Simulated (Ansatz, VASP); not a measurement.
ZnAu in VASP and in Ansatz

File INCAR:

```
  ALGO = Normal
  EDIFF = 1E-6
  ENCUT = 520
  GGA = PE
  ISIF = 2
  ISMEAR = -1
  LASPH = True
  LCHARG = False
  LREAL = False
  LWAVE = False
  NBANDS = 18
  NELM = 60
  PREC = Accurate
  SIGMA = 0.05
```

The input KPOINTS:

```
k-points
0
Gamma
  13 13 13
```

Contents of POSCAR:

```
ZnAu
1.0
    3.1152099477      0.0000000000      0.0000000000
    0.0000000000      3.1152099477      0.0000000000
    0.0000000000      0.0000000000      3.1152099477
Zn Au
1 1
Direct
    0.5000000000      0.5000000000      0.5000000000
    0.0000000000      0.0000000000      0.0000000000
```

Input for Ansatz:

```yaml
crystal:
  lattice:
    - [3.1152099477, 0.0, 0.0]
    - [0.0, 3.1152099477, 0.0]
    - [0.0, 0.0, 3.1152099477]
  atoms:
    - { symbol: Zn, position: [0.5, 0.5, 0.5] }
    - { symbol: Au, position: [0.0, 0.0, 0.0] }
kpoints:
  mp_grid: { grid: [13, 13, 13] }
scf:
  occupations: { method: fermi_dirac, width: 0.05 }
hamiltonian:
  xc: pbe
  pseudopotentials: { kind: all_electron, lapw: { basis_error: 0.0005 } }
output:
  forces: true
  stress: true
  eigenvalues: true
```

Change from the starting cell: volume scaled by 0.97.

Alike in both runs: task single point; functional PBE; k mesh 13 × 13 × 13; occupations fermi-dirac, width 0.05 eV; no spin polarisation.

|  | VASP | Ansatz |
| --- | --- | --- |
| version | VASP 6.6.1 | Ansatz 0.2.0 |
| potentials or method | VASP PAW PBE potentials, release 64 (Zn, Au), cutoff 520 eV | all-electron LAPW, scalar-relativistic |

VASP gave:

```
pressure (GPa) : 9.8
```

**Question.** Estimate Ansatz's values.

**Answer.** Pressure (GPa): 9.6.

Ansatz ran all-electron here, and VASP with PAW potentials.

Spin-orbit coupling is off throughout.
